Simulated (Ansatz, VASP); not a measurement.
BP: VASP beside Ansatz

The input INCAR:

```
PREC     = Accurate       # precision mode
ENCUT    = 500            # plane-wave cutoff, eV
EDIFF    = 1E-6           # SCF threshold, eV
ISMEAR   = 0              # smearing method
SIGMA    = 0.02           # smearing width, eV
LREAL    = False          # projectors in reciprocal space
LASPH    = True           # aspherical terms in the spheres
NELM     = 120            # most SCF steps
ALGO     = Normal         # electronic algorithm
ISIF     = 2              # what is computed and relaxed
LWAVE    = False          # write WAVECAR
LCHARG   = False          # write CHGCAR
GGA      = PE             # functional
NBANDS   = 11             # bands
GGA_COMPAT= False
```

KPOINTS

```
Automatic mesh
0
Gamma
  10 10 10
```

The input POSCAR:

```
BP
1.0
    0.0000000000      2.2690000000      2.2690000000
    2.2690000000      0.0000000000      2.2690000000
    2.2690000000      2.2690000000      0.0000000000
B P
1 1
Direct
    0.0000000000      0.0000000000      0.0000000000
    0.2500000000      0.2500000000      0.2500000000
```

Input for Ansatz:

```yaml
crystal:
  lattice:
    - [0.0, 2.269, 2.269]
    - [2.269, 0.0, 2.269]
    - [2.269, 2.269, 0.0]
  atoms:
    - { symbol: B, position: [0.0, 0.0, 0.0] }
    - { symbol: P, position: [0.25, 0.25, 0.25] }
basis:
  ecutwfc: 420
kpoints:
  mp_grid: { grid: [10, 10, 10] }
hamiltonian:
  xc: pbe
scf:
  occupations: { method: gaussian, width: 0.02 }
output:
  forces: true
  stress: true
  eigenvalues: true
```

Alike in both runs: task single point; functional PBE; k mesh 10 × 10 × 10; occupations gaussian, width 0.02 eV; no spin polarisation.

|  | VASP | Ansatz |
| --- | --- | --- |
| version | VASP 6.6.1 | Ansatz 0.2.0 |
| potentials or method | VASP PAW PBE potentials, release 64 (B, P), cutoff 500 eV | scalar-relativistic, plane waves, PAW |
| valence electrons in the cell | 8 | 8 |

Ansatz gave:

- gap on the k mesh at the Fermi level (eV): 1.24
- least direct gap on the mesh (eV): 3.40
- pressure (GPa): 1.1

Task: What did VASP give for the same quantities?

Result: gap on the k mesh at the Fermi level (eV): 1.24; least direct gap on the mesh (eV): 3.40; pressure (GPa): 0.9.
